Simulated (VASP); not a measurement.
Input of a VASP 6.6.1 run:

Contents of POSCAR:

```
Si
1.0
    0.0000000000      2.7227277380      2.7227277380
    2.7227277380      0.0000000000      2.7227277380
    2.7227277380      2.7227277380      0.0000000000
Si
2
Direct
    0.5000000000      0.5000000000      0.5000000000
    0.7500000000      0.7500000000      0.7500000000
```

The input INCAR.step1:

```
SYSTEM = Si
PREC = Accurate
ENCUT = 520
ISMEAR = -1
SIGMA = 0.05
LREAL = .False.
LASPH = .True.
NELM = 80
NBANDS = 11
GGA = PE
ALGO = Normal
EDIFF = 1E-4
LWAVE = .True.
LCHARG = .False.
```

File INCAR.step2:

```
SYSTEM = Si
PREC = Accurate
ENCUT = 520
EDIFF = 1E-6
ISMEAR = -1
SIGMA = 0.05
LREAL = .False.
LASPH = .True.
NELM = 80
ALGO = Normal
ISIF = 2
LWAVE = .False.
LCHARG = .False.
METAGGA = R2SCAN
LMIXTAU = .True.
NBANDS = 11
ISTART = 1
```

KPOINTS

```
regular mesh
0
Gamma
  9 9 9
  0 0 0
```

Potentials or basis: VASP PAW PBE potentials, release 64 (Si).

The run is started by

```sh
$ cat potpaw_PBE.64/Si/POTCAR > POTCAR
$ cp INCAR.step1 INCAR
$ mpirun -np 1 vasp_std > vasp.out
$ cp INCAR.step2 INCAR
$ mpirun -np 1 vasp_std > vasp.out
```

Q: What does it give for the pressure?

A: -0.3 GPa.

Q: Predict the band gap on the k mesh.

A: 0.80 eV, indirect (least direct gap 2.75 eV).

Caveat: the PAW data sets were made with another functional, which shifts forces and pressure a little. A k mesh can miss the band edges.
